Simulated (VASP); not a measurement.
Al2Cu:

```
Cu Al
1.0
    -3.03350    3.03350    2.43850
     3.03350   -3.03350    2.43850
     3.03350    3.03350   -2.43850
Cu Al
2 4
Direct
  0.25000 0.25000 0.00000
  0.75000 0.75000 0.00000
  0.34190 0.15810 0.50000
  0.84190 0.34190 0.18380
  0.65810 0.84190 0.50000
  0.15810 0.65810 0.81620
```

Base run:

```yaml
Program: VASP 6.6.1
Functional: r2SCAN
Potentials_or_basis: VASP PAW PBE potentials, release 64 (Cu, Al)
Cutoff: 520 eV
k_mesh: 7 × 7 × 7
Occupations: fermi-dirac, width 0.05 eV
Spin: no spin polarisation
```

Its results: band gap on the k mesh zero (bands 17 and 18 overlap by 3.85 eV); pressure -4.0 GPa; largest force 0.083 eV/Å.

**Question.** The run is repeated on the same cell with these changes: functional from r2SCAN to revPBE. What comes out?

**Answer.** Band gap on the k mesh zero (bands 17 and 18 overlap by 3.67 eV); pressure 1.6 GPa; largest force 0.021 eV/Å.

Caveats: the PAW data sets were made with another functional, which shifts forces and pressure a little; the cell stands under tension (at least some runs).
